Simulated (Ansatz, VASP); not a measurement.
# Te2Mo in VASP and in Ansatz

INCAR

```
PREC     = Accurate       # precision mode
ENCUT    = 520            # plane-wave cutoff, eV
EDIFF    = 1E-6           # SCF threshold, eV
ISMEAR   = 0              # smearing method
SIGMA    = 0.05           # smearing width, eV
LREAL    = False          # projectors in reciprocal space
LASPH    = True           # aspherical terms in the spheres
NELM     = 80             # most SCF steps
ALGO     = Normal         # electronic algorithm
ISIF     = 2              # what is computed and relaxed
LWAVE    = False          # write WAVECAR
LCHARG   = True           # write CHGCAR
GGA      = PE             # functional
LELF     = True           # ELF
LVHAR    = True         
NBANDS   = 35             # bands
```

File KPOINTS:

```
regular mesh
0
Gamma
  12 12 2
```

Contents of POSCAR:

```
Te2Mo
1.0
    3.3792131114      0.0000000000      0.0000000000
   -1.6896065557      2.9264843993      0.0000000000
    0.0000000000      0.0000000000     14.4444827251
Te Mo
4 2
Direct
    0.3333333333      0.6666666667      0.6310943552
    0.6666666667      0.3333333333      0.1310943552
    0.3333333333      0.6666666667      0.8689056448
    0.6666666667      0.3333333333      0.3689056448
    0.3333333333      0.6666666667      0.2500000000
    0.6666666667      0.3333333333      0.7500000000
```

Input for Ansatz:

```yaml
crystal:
  lattice:
    - [3.3792131114, 0.0, 0.0]
    - [-1.6896065557, 2.9264843993, 0.0]
    - [0.0, 0.0, 14.4444827251]
  atoms:
    - { symbol: Te, position: [0.3333333333, 0.6666666667, 0.6310943552] }
    - { symbol: Te, position: [0.6666666667, 0.3333333333, 0.1310943552] }
    - { symbol: Te, position: [0.3333333333, 0.6666666667, 0.8689056448] }
    - { symbol: Te, position: [0.6666666667, 0.3333333333, 0.3689056448] }
    - { symbol: Mo, position: [0.3333333333, 0.6666666667, 0.25] }
    - { symbol: Mo, position: [0.6666666667, 0.3333333333, 0.75] }
basis:
  ecutwfc: 420
kpoints:
  mp_grid: { grid: [12, 12, 2] }
hamiltonian:
  xc: pbe
scf:
  occupations: { method: gaussian, width: 0.05 }
output:
  forces: true
  stress: true
  eigenvalues: true
  write_density: true
  write_potential: true
  elf: true
  volumetric_format: npy
```

Change from the starting cell: strain -0.050 along x and y, -0.050 along z, atoms carried along.

Alike in both runs: task single point; functional PBE; k mesh 12 × 12 × 2; occupations gaussian, width 0.05 eV; no spin polarisation.

|  | VASP | Ansatz |
| --- | --- | --- |
| version | VASP 6.6.1 | Ansatz 0.2.0 |
| potentials or method | VASP PAW PBE potentials, release 64 (Te, Mo_sv), cutoff 520 eV | scalar-relativistic, plane waves, PAW |
| valence electrons in the cell | 52 | 92 |

```tsv
	VASP	Ansatz	Ansatz less VASP
gap on the k mesh at the Fermi level (eV)	1.14	1.13	-0.007
least direct gap on the mesh (eV)	1.28	1.28	+0.003
pressure (GPa)	18.7	18.7	-0.04
traceless stress, the component that is largest in VASP (GPa)	2.57	2.47	-0.101
rms of the force components (eV/Å)	1.261	1.251	-0.0103
```

Atom by atom the forces differ by 0.010 eV/Å (rms over components). VASP's potentials hold 52 valence electrons a cell and Ansatz's 92, so a difference there can come from the potentials and not from the codes.

Spin-orbit coupling is off throughout.
